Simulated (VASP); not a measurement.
Crystal: Al5Co2Ni3.

```
Al Co Ni
1.0
     2.84780   -0.00852    0.03085
    -0.00852    2.83662    0.03884
     0.15587    0.19620   14.29820
Al Co Ni
5 2 3
Direct
  0.57578 0.45436 0.88760
  0.46943 0.48118 0.10008
  0.54354 0.44586 0.32052
  0.42302 0.57678 0.48415
  0.50662 0.56519 0.68453
  0.96540 0.96538 0.40467
  0.99246 0.02682 0.59674
  0.00466 0.02508 0.80671
  0.99879 0.00276 0.01149
  0.02031 0.95659 0.20352
```

* Program: VASP 6.6.1
* Task: relaxation of cell and atoms
* Functional: PBE
* Potentials or basis: VASP PAW PBE potentials, release 64 (Al, Co, Ni)
* Cutoff: 600 eV
* k mesh: 8 × 8 × 2
* Occupations: gaussian, width 0.2 eV
* Spin: no spin polarisation

At the start: pressure 15.3 GPa; volume 11.55 Å³/atom.

Question: How do energy, volume and symmetry change on relaxing?

Answer: Over 19 steps the energy falls by 277.0 meV/atom and the volume is 11.91 Å³/atom (+3.1 %); space group P4/mmm (No. 123, to 0.05 Å).

Step by step:
```csv
step,energy change (eV),largest force (eV/Å),pressure (GPa),volume (Å³)
1,0.0000,5.7810,15.29,115.47
2,-1.6632,0.8206,-14.47,134.83
3,-1.9752,1.4633,-8.36,128.24
4,-2.5238,0.7848,0.04,119.86
5,-2.5419,0.8307,2.30,118.15
6,-2.6526,0.4025,0.52,119.07
7,-2.6723,0.4641,-0.31,119.65
8,-2.7149,0.3345,-0.14,119.43
9,-2.7352,0.2630,0.10,119.15
10,-2.7518,0.1353,-0.09,119.24
11,-2.7552,0.1222,-0.20,119.31
12,-2.7611,0.0993,0.32,118.94
13,-2.7625,0.0939,0.66,118.70
14,-2.7658,0.0722,-0.09,119.19
15,-2.7662,0.0717,-0.45,119.44
16,-2.7686,0.0471,-0.25,119.29
17,-2.7692,0.0528,-0.10,119.18
18,-2.7692,0.0600,-0.04,119.16
19,-2.7697,0.0249,0.03,119.09
```

Final structure:
```cif
data_structure
_symmetry_space_group_name_H-M 'P 1'
_symmetry_Int_Tables_number 1
_cell_length_a 2.8697
_cell_length_b 2.8695
_cell_length_c 14.4623
_cell_angle_alpha 90.010
_cell_angle_beta 90.004
_cell_angle_gamma 90.002
_cell_volume 119.09
loop_
_atom_site_label
_atom_site_type_symbol
_atom_site_fract_x
_atom_site_fract_y
_atom_site_fract_z
_atom_site_occupancy
Al1 Al 0.50119 0.49964 0.89922 1
Al2 Al 0.50016 0.49867 0.10057 1
Al3 Al 0.49900 0.49949 0.30293 1
Al4 Al 0.49996 0.50039 0.50014 1
Al5 Al 0.50008 0.50200 0.69722 1
Co1 Co 0.99897 0.00012 0.40134 1
Co2 Co 0.99992 0.00161 0.59907 1
Ni1 Ni 0.00001 0.00071 0.79721 1
Ni2 Ni 0.00093 0.99878 0.99971 1
Ni3 Ni 0.99977 0.99859 0.20259 1
```
